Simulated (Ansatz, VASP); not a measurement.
One calculation of Na, two programs

INCAR

```
SYSTEM = Na
ALGO = Normal ; EDIFF = 1E-6
ENCUT = 520 ; GGA = PS
ISIF = 2 ; ISMEAR = 0
LASPH = .True. ; LCHARG = .True.
LELF = .True. ; LREAL = .False.
LVHAR = .True. ; LWAVE = .False.
NBANDS = 10 ; NELM = 60
PREC = Accurate ; SIGMA = 0.1
```

Contents of KPOINTS:

```
k-points
0
Gamma
  16 16 16
  0 0 0
```

The input POSCAR:

```
Na
1.0
   -1.7633428592      1.7633428592      2.7001229833
    1.7633428592     -1.7633428592      2.7001229833
    1.7633428592      1.7633428592     -2.7001229833
Na
1
Direct
    0.0000000000      0.0000000000      0.0000000000
```

Input for Ansatz:

```yaml
crystal:
  lattice:
    - [-1.7633428592, 1.7633428592, 2.7001229833]
    - [1.7633428592, -1.7633428592, 2.7001229833]
    - [1.7633428592, 1.7633428592, -2.7001229833]
  atoms:
    - { symbol: Na, position: [0.0, 0.0, 0.0] }
basis:
  ecutwfc: 420
kpoints:
  mp_grid: { grid: [16, 16, 16] }
hamiltonian:
  xc: pbesol
scf:
  occupations: { method: gaussian, width: 0.1 }
output:
  forces: true
  stress: true
  eigenvalues: true
```

Alike in both runs: task single point; functional PBEsol; k mesh 16 × 16 × 16; occupations gaussian, width 0.1 eV; no spin polarisation.

```csv
,VASP,Ansatz
version,VASP 6.6.1,Ansatz 0.2.0
potentials or method,"VASP PAW PBE potentials, release 64 (Na_pv), cutoff 520 eV","scalar-relativistic, plane waves, PAW"
valence electrons in the cell,7,9
```

```tsv
	VASP	Ansatz	Ansatz less VASP
gap on the k mesh at the Fermi level (eV)	none	none	-
pressure (GPa)	0.7	0.7	+0.03
traceless stress, the component that is largest in VASP (GPa)	-0.25	-0.25	+0.001
```

VASP's potentials were made for PBE, not for PBEsol. A gap of «none» marks a metal or a gap that the smearing closes. VASP's potentials hold 7 valence electrons a cell and Ansatz's 9, so a difference there can come from the potentials and not from the codes.
